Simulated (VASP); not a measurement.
# Mg in VASP: a series of runs

Runs on Mg. Level: r2SCAN. Tasks: single point.

All numbers are computed with VASP 6.6.1; they aren't measurements. Logs are shortened: lines on timing, memory, paths and dates and some standing lists are left out, and cuts for length are marked.

### Step 1. The cell of the first run

The structure is cubic, space group Fm-3m (No. 225). The conventional cell has a = 4.489 Å, b = 4.489 Å, c = 4.489 Å, α = 90.00°, β = 90.00°, γ = 90.00°. Within 4.2 Å of Mg (site symmetry m-3m) lie 12 Mg at 3.17 Å.

This isn't the form of Mg at room conditions, which is hcp.

### Step 2. Single point, r2SCAN

Input file POSCAR:

```
Mg
1.0
    0.0000000000      2.2442600000      2.2442600000
    2.2442600000      0.0000000000      2.2442600000
    2.2442600000      2.2442600000      0.0000000000
Mg
1
Direct
    0.0000000000      0.0000000000      0.0000000000
```

Input file INCAR.step1:

```
PREC = Accurate
ENCUT = 520
ISMEAR = 1
SIGMA = 0.1
LREAL = F
LASPH = T
NELM = 60
NBANDS = 7
GGA = PE
ALGO = Normal
EDIFF = 1E-4
LWAVE = T
LCHARG = F
```

Input file INCAR.step2:

```
PREC = Accurate
ENCUT = 520
EDIFF = 1E-7
ISMEAR = 1
SIGMA = 0.1
LREAL = F
LASPH = T
NELM = 60
ALGO = Normal
ISIF = 2
LWAVE = F
LCHARG = T
METAGGA = R2SCAN
LMIXTAU = T
LELF = T
LVHAR = T
NBANDS = 7
ISTART = 1
```

Input file KPOINTS:

```
regular mesh
0
Gamma
  13 13 13
```

Potentials or basis: VASP PAW PBE potentials, release 64 (Mg).

The run is started by

```sh
$ cat potpaw_PBE.64/Mg/POTCAR > POTCAR
$ cp INCAR.step1 INCAR
$ mpirun -np 1 vasp_std > vasp.out
$ cp INCAR.step2 INCAR
$ mpirun -np 1 vasp_std > vasp.out
```

OUTCAR:

```text
PREC = Accurate
   ENCUT = 520
   EDIFF = 1E-7
   ISMEAR = 1
   LREAL = F
   LASPH = T
   NELM = 60
   ISIF = 2
   METAGGA = R2SCAN
   ISTART = 1

 ion  position               nearest neighbor table
   1  0.000  0.000  0.000-

  LATTYP: Found a face centered cubic cell.
 ALAT       =     4.4885200000

  Lattice vectors:

 A1 = (   0.0000000000,   2.2442600000,   2.2442600000)
 A2 = (   2.2442600000,   0.0000000000,   2.2442600000)
 A3 = (   2.2442600000,   2.2442600000,   0.0000000000)

Analysis of symmetry for initial positions (statically):
=====================================================================
 Subroutine PRICEL returns:
 Original cell was already a primitive cell.

 Routine SETGRP: Setting up the symmetry group for a
 face centered cubic supercell.

 Subroutine GETGRP returns: Found 48 space group operations
 (whereof 48 operations were pure point group operations)
 out of a pool of 48 trial point group operations.

The static configuration has the point symmetry O_h .

Analysis of symmetry for dynamics (positions and initial velocities):
=====================================================================
 Subroutine PRICEL returns:
 Original cell was already a primitive cell.

 Routine SETGRP: Setting up the symmetry group for a
 face centered cubic supercell.

 Subroutine GETGRP returns: Found 48 space group operations
 (whereof 48 operations were pure point group operations)
 out of a pool of 48 trial point group operations.

The dynamic configuration has the point symmetry O_h .

 Subroutine INISYM returns: Found 48 space group operations
 (whereof 48 operations are pure point group operations),
 and found     1 'primitive' translations

----------------------------------------------------------------------------------------

                                     Primitive cell

  volume of cell :      22.6073

  direct lattice vectors                    reciprocal lattice vectors
     0.000000000  2.244260000  2.244260000    -0.222790586  0.222790586  0.222790586
     2.244260000  0.000000000  2.244260000     0.222790586 -0.222790586  0.222790586
     2.244260000  2.244260000  0.000000000     0.222790586  0.222790586 -0.222790586

  length of vectors
[... 72 lines left out ...]
   ISTART =      1    job   : 0-new  1-cont  2-samecut
   ICHARG =      0    charge: 1-file 2-atom 10-const
   ISPIN  =      1    spin polarized calculation?
   LNONCOLLINEAR =      F non collinear calculations
   LSORBIT =      F    spin-orbit coupling
   LASPH  =      T    aspherical Exc in radial PAW
   ENCUT  =  520.0 eV  38.22 Ry    6.18 a.u.   5.90  5.90  5.90*2*pi/ulx,y,z
   NELM   =     60;   NELMIN=  2; NELMDL=  0     # of ELM steps
   EDIFF  = 0.1E-06   stopping-criterion for ELM
   LREAL  =      F    real-space projection
   EDIFFG = 0.1E-05   stopping-criterion for IOM
   NSW    =      0    number of steps for IOM
   IBRION =     -1    ionic relax: 0-MD 1-quasi-New 2-CG
   NFREE  =      0    steps in history (QN), initial steepest desc. (CG)
   ISIF   =      2    stress and relaxation
   ISYM   =      2    0-nonsym 1-usesym 2-fastsym
   POTIM  = 0.5000    time-step for ionic-motion
   TEBEG  =    0.0;   TEEND  =   0.0 temperature during run
   PSTRESS=    0.0 pullay stress
   NELECT =       2.0000    total number of electrons
   NUPDOWN=      -1.0000    fix difference up-down
   EMIN   =  10.00;   EMAX   =-10.00  energy-range for DOS
   EFERMI =   0.00;   METHOD = LEGACY
   ISMEAR =     1;   SIGMA  =   0.10  broadening in eV -4-tet -1-fermi 0-gaus
   EFERMI_NEDOS =   21; number of points for ismear=-14 and -15
   IALGO  =     38    algorithm
   IMIX   =      4    mixing-type and parameters
     AMIX     =   0.40;   BMIX     =  1.00
     AMIX_MAG =   1.60;   BMIX_MAG =  1.00
  volume/ion in A,a.u.               =      22.61       152.56
  Fermi-wavevector in a.u.,A,eV,Ry     =   0.729460  1.378480  7.239828  0.532112
  Thomas-Fermi vector in A             =   1.821188
   LORBIT       =      0    0 simple, 1 ext, 2 COOP (PROOUT), +10 PAW based schemes
   METAGGA = R2SCAN    functional components
   LHFCALC =     F    Hartree Fock is set to
   AEXX    =    0.0000 exact exchange contribution
   IVDW    =     0    specifies the selected vdW correction
   LEPSILON=     F    determine dielectric tensor
   LRPA    =     F    only Hartree local field effects (RPA)
 non-spin polarized calculation
 Methfessel and Paxton  Order N= 1 SIGMA  =   0.10
  energy-cutoff  :      520.00
  volume of cell :       22.61
 maximum number of plane-waves:       620
   NGX = 11   NGY = 11   NGZ = 11

 number of electron       2.0000000 magnetization

 Free energy of the ion-electron system (eV)
  ---------------------------------------------------
  ext. energy  EPLUGINS =         0.00000000
  ---------------------------------------------------
  free energy    TOTEN  =        -4.13002306 eV

  energy without entropy =       -4.12981622  energy(sigma->0) =       -4.12995411

 E-fermi :   2.6422     XC(G=0):  -9.0927

 val. band max:        2.6389738811   @ k =  -0.3077   0.3846   0.0769
 cond. band min:       2.8200260386   @ k =   0.4615   0.0769   0.0000
 fundamental gap:      0.1810521575
 Fermi energy:         2.6421536715

 k-point     1 :       0.0000    0.0000    0.0000
  band No.  band energies     occupation
      1      -4.7348      2.00000
      2      16.0031      0.00000
      3      16.0031      0.00000
      4      16.0031      0.00000
      5      18.3399      0.00000
      6      18.3399      0.00000
      7      18.3399      0.00000
[... 221 lines left out ...]
 k-point    24 :       0.4615    0.1538    0.0000
  band No.  band energies     occupation
      1      -0.3118      2.00000
      2       3.8124     -0.00000
      3      11.1747      0.00000
      4      12.5131      0.00000
      5      14.0413      0.00000
      6      19.4496      0.00000
      7      21.3215      0.00000

 [... further k-points ...]
[... 5 lines left out ...]
  --------------------------------------------------------------------------------------
  -------------------------------------------------------------------------------------
  Total       -0.0031232     -0.0031232     -0.0031232      0.0000000      0.0000000     -0.0000000
  in kB       -0.2213414     -0.2213414     -0.2213414      0.0000000      0.0000000     -0.0000000
  external PRESSURE =      -0.2213414 kB  Pullay stress =       0.0000000 kB

 VOLUME and BASIS-vectors are now :
 -----------------------------------------------------------------------------
  energy-cutoff  :      520.00
  volume of cell :       22.61
      direct lattice vectors                 reciprocal lattice vectors
     0.000000000  2.244260000  2.244260000    -0.222790586  0.222790586  0.222790586
     2.244260000  0.000000000  2.244260000     0.222790586 -0.222790586  0.222790586
     2.244260000  2.244260000  0.000000000     0.222790586  0.222790586 -0.222790586

 POSITION                                       TOTAL-FORCE (eV/Angst)
 -----------------------------------------------------------------------------------
      0.00000      0.00000      0.00000         0.000000      0.000000      0.000000
 -----------------------------------------------------------------------------------
    total drift:                               -0.000000      0.000000      0.000000

  FREE ENERGIE OF THE ION-ELECTRON SYSTEM (eV)
  ---------------------------------------------------
  free  energy   TOTEN  =        -4.1300230569 eV

  energy  without entropy=       -4.1298162159  energy(sigma->0) =       -4.12995411
```

Run time: 90 s. Hardware: 1 thread of AMD EPYC 7R13, shared host; peak memory 0.12 GiB.

Results:

* Free energy: -4.1300 eV
* Pressure: 0.0 GPa
* Band gap on the k mesh: zero (bands 1 and 2 overlap by 1.84 eV)

Levels at points of the mesh, in eV from the Fermi level:
```csv
k point,band 1,band 2,band 3,band 4,band 5,band 6
"(0.00, 0.00, 0.00)",-7.38,13.36,13.36,13.36,15.70,15.70
```

Caveat: the PAW data sets were made with another functional, which shifts forces and pressure a little.

### Step 3. Single point, r2SCAN

This run uses another cell than the first one, of 21.71 Å³/atom.

Input file POSCAR:

```
Mg
1.0
    0.0000000000      2.1993748000      2.2442600000
    2.1993748000      0.0000000000      2.2442600000
    2.1993748000      2.1993748000      0.0000000000
Mg
1
Direct
    0.0000000000      0.0000000000      0.0000000000
```

Input file INCAR.step1:

```
SYSTEM = Mg
PREC = Accurate
ENCUT = 520
ISMEAR = 1
SIGMA = 0.1
LREAL = .FALSE.
LASPH = .TRUE.
NELM = 80
NBANDS = 7
GGA = PE
ALGO = Normal
EDIFF = 1E-4
LWAVE = .TRUE.
LCHARG = .FALSE.
```

Input file INCAR.step2:

```
SYSTEM = Mg
PREC = Accurate
ENCUT = 520
EDIFF = 1E-6
ISMEAR = 1
SIGMA = 0.1
LREAL = .FALSE.
LASPH = .TRUE.
NELM = 80
ALGO = Normal
ISIF = 2
LWAVE = .FALSE.
LCHARG = .FALSE.
METAGGA = R2SCAN
LMIXTAU = .TRUE.
NBANDS = 7
ISTART = 1
```

Input file KPOINTS:

```
regular mesh
0
G
  13 13 13
  0 0 0
```

Potentials or basis: VASP PAW PBE potentials, release 64 (Mg).

The run is started by

```sh
$ cat potpaw_PBE.64/Mg/POTCAR > POTCAR
$ cp INCAR.step1 INCAR
$ mpirun -np 1 vasp_std > vasp.out
$ cp INCAR.step2 INCAR
$ mpirun -np 1 vasp_std > vasp.out
```

It took 2.3 min on 1 thread of AMD EPYC 7R13, shared host; peak memory 0.13 GiB.

It converged, with:

| Item | Value |
| --- | --- |
| Free energy | -4.1251 eV |
| Pressure | 1.7 GPa |
| Band gap on the k mesh | zero (bands 1 and 2 overlap by 1.98 eV) |

Stress tensor (GPa, compression positive):
```
1.85 0.00 0.00
0.00 1.85 0.00
0.00 0.00 1.44
```

Levels at points of the mesh, in eV from the Fermi level:
```
           k point  band 1  band 2  band 3  band 4
(0.00, 0.00, 0.00)   -7.58   13.50   13.66   13.66
```

Caveat: the PAW data sets were made with another functional, which shifts forces and pressure a little.

### Step 4. Single point, r2SCAN

This run uses another cell than the first one, of 22.16 Å³/atom.

Input file POSCAR:

```
Mg
1.0
    0.0000000000      2.2218174000      2.2442600000
    2.2218174000      0.0000000000      2.2442600000
    2.2218174000      2.2218174000      0.0000000000
Mg
1
Direct
    0.0000000000      0.0000000000      0.0000000000
```

INCAR.step1 is that of step 3.

INCAR.step2 is that of step 3.

Input file KPOINTS:

```
Automatic mesh
0
G
  13 13 13
  0 0 0
```

Potentials or basis: VASP PAW PBE potentials, release 64 (Mg).

The run is started by

```sh
$ cat potpaw_PBE.64/Mg/POTCAR > POTCAR
$ cp INCAR.step1 INCAR
$ mpirun -np 1 vasp_std > vasp.out
$ cp INCAR.step2 INCAR
$ mpirun -np 1 vasp_std > vasp.out
```

OUTCAR:

```text
SYSTEM = Mg
   PREC = Accurate
   ENCUT = 520
   EDIFF = 1E-6
   ISMEAR = 1
   LREAL = .FALSE.
   LASPH = .TRUE.
   NELM = 80
   ISIF = 2
   METAGGA = R2SCAN
   ISTART = 1

 ion  position               nearest neighbor table
   1  0.000  0.000  0.000-

  LATTYP: Found a body centered tetragonal cell.
 ALAT       =     3.1421243002
 C/A-ratio  =     1.4284985479

  Lattice vectors:

 A1 = (  -2.2218174000,   0.0000000000,   2.2442600000)
 A2 = (   2.2218174000,   0.0000000000,   2.2442600000)
 A3 = (   0.0000000000,   2.2218174000,  -2.2442600000)

Analysis of symmetry for initial positions (statically):
=====================================================================
 Subroutine PRICEL returns:
 Original cell was already a primitive cell.

 Routine SETGRP: Setting up the symmetry group for a
 body centered tetragonal supercell.

 Subroutine GETGRP returns: Found 16 space group operations
 (whereof 16 operations were pure point group operations)
 out of a pool of 16 trial point group operations.

The static configuration has the point symmetry D_4h.

Analysis of symmetry for dynamics (positions and initial velocities):
=====================================================================
 Subroutine PRICEL returns:
 Original cell was already a primitive cell.

 Routine SETGRP: Setting up the symmetry group for a
 body centered tetragonal supercell.

 Subroutine GETGRP returns: Found 16 space group operations
 (whereof 16 operations were pure point group operations)
 out of a pool of 16 trial point group operations.

The dynamic configuration has the point symmetry D_4h.

 Subroutine INISYM returns: Found 16 space group operations
 (whereof 16 operations are pure point group operations),
 and found     1 'primitive' translations

----------------------------------------------------------------------------------------
[... 104 lines left out ...]
   EMIN   =  10.00;   EMAX   =-10.00  energy-range for DOS
   EFERMI =   0.00;   METHOD = LEGACY
   ISMEAR =     1;   SIGMA  =   0.10  broadening in eV -4-tet -1-fermi 0-gaus
   EFERMI_NEDOS =   21; number of points for ismear=-14 and -15
   IALGO  =     38    algorithm
   IMIX   =      4    mixing-type and parameters
     AMIX     =   0.40;   BMIX     =  1.00
     AMIX_MAG =   1.60;   BMIX_MAG =  1.00
  volume/ion in A,a.u.               =      22.16       149.53
  Fermi-wavevector in a.u.,A,eV,Ry     =   0.734364  1.387747  7.337498  0.539291
  Thomas-Fermi vector in A             =   1.827299
   LORBIT       =      0    0 simple, 1 ext, 2 COOP (PROOUT), +10 PAW based schemes
   METAGGA = R2SCAN    functional components
   LHFCALC =     F    Hartree Fock is set to
   AEXX    =    0.0000 exact exchange contribution
   IVDW    =     0    specifies the selected vdW correction
   LEPSILON=     F    determine dielectric tensor
   LRPA    =     F    only Hartree local field effects (RPA)
 non-spin polarized calculation
 Methfessel and Paxton  Order N= 1 SIGMA  =   0.10
  energy-cutoff  :      520.00
  volume of cell :       22.16
 maximum number of plane-waves:       609
   NGX = 11   NGY = 11   NGZ = 11

 number of electron       2.0000000 magnetization

 Free energy of the ion-electron system (eV)
  ---------------------------------------------------
  ext. energy  EPLUGINS =         0.00000000
  ---------------------------------------------------
  free energy    TOTEN  =        -4.12892149 eV

  energy without entropy =       -4.12893871  energy(sigma->0) =       -4.12892723

 E-fermi :   2.7561     XC(G=0):  -9.1583

 val. band max:        2.7473756374   @ k =  -0.2308   0.3846   0.3077
 cond. band min:       2.7780320550   @ k =  -0.3077   0.3846   0.0769
 fundamental gap:      0.0306564177
 Fermi energy:         2.7561176914

 k-point     1 :       0.0000    0.0000    0.0000
  band No.  band energies     occupation
      1      -4.7183      2.00000
      2      16.1881      0.00000
      3      16.2667      0.00000
      4      16.2667      0.00000
      5      18.6829      0.00000
      6      18.6829      0.00000
      7      18.7032      0.00000
[... 221 lines left out ...]
 k-point    24 :       0.4615    0.1538    0.0000
  band No.  band energies     occupation
      1      -0.2708      2.00000
      2       3.9665     -0.00000
      3      11.2143      0.00000
      4      12.8511      0.00000
      5      14.3697      0.00000
      6      19.8844      0.00000
      7      21.7684      0.00000

 [... further k-points ...]
[... 5 lines left out ...]
  --------------------------------------------------------------------------------------
  -------------------------------------------------------------------------------------
  Total        0.1204435      0.1204435      0.0942231      0.0000000      0.0000000     -0.0000000
  in kB        8.7091133      8.7091133      6.8131536      0.0000000      0.0000000     -0.0000000
  external PRESSURE =       8.0771267 kB  Pullay stress =       0.0000000 kB

 VOLUME and BASIS-vectors are now :
 -----------------------------------------------------------------------------
  energy-cutoff  :      520.00
  volume of cell :       22.16
      direct lattice vectors                 reciprocal lattice vectors
     0.000000000  2.221817400  2.244260000    -0.225040996  0.225040996  0.222790586
     2.221817400  0.000000000  2.244260000     0.225040996 -0.225040996  0.222790586
     2.221817400  2.221817400  0.000000000     0.225040996  0.225040996 -0.222790586

 POSITION                                       TOTAL-FORCE (eV/Angst)
 -----------------------------------------------------------------------------------
      0.00000      0.00000      0.00000         0.000000      0.000000      0.000000
 -----------------------------------------------------------------------------------
    total drift:                               -0.000000     -0.000000     -0.000000

  FREE ENERGIE OF THE ION-ELECTRON SYSTEM (eV)
  ---------------------------------------------------
  free  energy   TOTEN  =        -4.1289214858 eV

  energy  without entropy=       -4.1289387078  energy(sigma->0) =       -4.12892723
```

OUTCAR.step1:

```text
SYSTEM = Mg
   PREC = Accurate
   ENCUT = 520
   ISMEAR = 1
   LREAL = .FALSE.
   LASPH = .TRUE.
   NELM = 80
[... 457 lines left out ...]
 -----------------------------------------------------------------------------------
      0.00000      0.00000      0.00000        -0.000000      0.000000      0.000000
 -----------------------------------------------------------------------------------
    total drift:                               -0.000000      0.000000      0.000000

  FREE ENERGIE OF THE ION-ELECTRON SYSTEM (eV)
  ---------------------------------------------------
  free  energy   TOTEN  =        -1.4897143095 eV

  energy  without entropy=       -1.4896315824  energy(sigma->0) =       -1.48968673
```

It took 2.5 min on 1 thread of AMD EPYC 7R13, shared host; peak memory 0.13 GiB.

Results:

```
Free energy            : -4.1289 eV
Pressure               : 0.8 GPa
Band gap on the k mesh : zero (bands 1 and 2 overlap by 1.91 eV)
```

Levels at points of the mesh, in eV from the Fermi level:
```
           k point  band 1  band 2  band 3  band 4  band 5
(0.00, 0.00, 0.00)   -7.47   13.43   13.51   13.51   15.93
```

Caveat: the PAW data sets were made with another functional, which shifts forces and pressure a little.

(Part 1 of 2 ends here.)
